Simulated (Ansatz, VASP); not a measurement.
**Two plane-wave programs on GaO**

```
CELL_PARAMETERS angstrom
2.83357 0.00000 0.00000
0.00000 2.83357 0.00000
0.00000 0.00000 2.83357
ATOMIC_POSITIONS crystal
Ga 0.50000 0.50000 0.50000
O 0.00000 0.00000 0.00000
```

Change from the starting cell: species swapped into the TbMg type (Pm-3m, No. 221).

Alike in both runs: functional PBE; k mesh 6 × 6 × 6; occupations gaussian, width 0.1 eV; no spin polarisation.

Ansatz relaxed the structure, and its values are those at the end. VASP's run is a single point on that final structure, the one shown.

```csv
,VASP,Ansatz
version,VASP 6.6.1,Ansatz 0.2.0
potentials or method,"VASP PAW PBE potentials, release 64 (Ga_d, O), cutoff 520 eV","scalar-relativistic, plane waves, PAW"
valence electrons in the cell,19,19
```

```csv
,VASP,Ansatz,Ansatz less VASP
gap on the k mesh at the Fermi level (eV),none,none,-
pressure (GPa),0.3,0.0,-0.26
```

A gap of «none» marks a metal or a gap that the smearing closes.

The k mesh is coarse, so the values compare programs but aren't converged.
